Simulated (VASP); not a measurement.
Here is a VASP 6.6.1 calculation.

INCAR

```
SYSTEM = LiF
PREC = Accurate ; ENCUT = 520
EDIFF = 1E-6 ; ISMEAR = 0
SIGMA = 0.05 ; LREAL = .FALSE.
LASPH = .TRUE. ; NELM = 60
ALGO = Normal ; ISIF = 2
LWAVE = .FALSE. ; LCHARG = .FALSE.
NBANDS = 12
```

KPOINTS

```
Automatic mesh
0
G
  12 12 12
  0 0 0
```

The input POSCAR:

```
LiF
1.0
    0.0000000000      2.0140000000      2.0140000000
    2.0140000000      0.0000000000      2.0140000000
    2.0140000000      2.0140000000      0.0000000000
Li F
1 1
Direct
    0.0000000000      0.0000000000      0.0000000000
    0.5000000000      0.5000000000      0.5000000000
```

Potentials or basis: VASP PAW LDA potentials, release 64 (Li_sv, F).

Run with:

```console
$ cat potpaw_LDA.64/Li_sv/POTCAR potpaw_LDA.64/F/POTCAR > POTCAR
$ mpirun -np 1 vasp_std > vasp.out
```

Q: Estimate the band gap on the k mesh.

A: 8.83 eV, indirect (the least direct gap lies 0.7 meV higher).

 A k mesh can miss the band edges.
